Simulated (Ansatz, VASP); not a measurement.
Two plane-wave programs on AlSn

```
Al Sn
1.0
     4.19811    0.00000    0.00000
    -2.09905    3.63567    0.00000
     0.00000    0.00000    3.30685
Al Sn
1 1
Direct
  0.00000 0.00000 0.00000
  0.33333 0.66667 0.50000
```

Alike in both runs: task single point; functional PBE; k mesh 6 × 6 × 4; occupations gaussian, width 0.1 eV; no spin polarisation.

```csv
,VASP,Ansatz
version,VASP 6.6.1,Ansatz 0.2.0
potentials or method,"VASP PAW PBE potentials, release 64 (Al, Sn_d), cutoff 500 eV","scalar-relativistic, plane waves, PAW"
valence electrons in the cell,17,17
```

|  | VASP | Ansatz | Ansatz less VASP |
| --- | --- | --- | --- |
| gap on the k mesh at the Fermi level (eV) | none | none | - |
| pressure (GPa) | 1.1 | 1.1 | +0.04 |
| traceless stress, the component that is largest in VASP (GPa) | 7.10 | 7.10 | +0.002 |

A gap of «none» marks a metal or a gap that the smearing closes.

The k mesh is coarse, so the values compare programs but aren't converged.
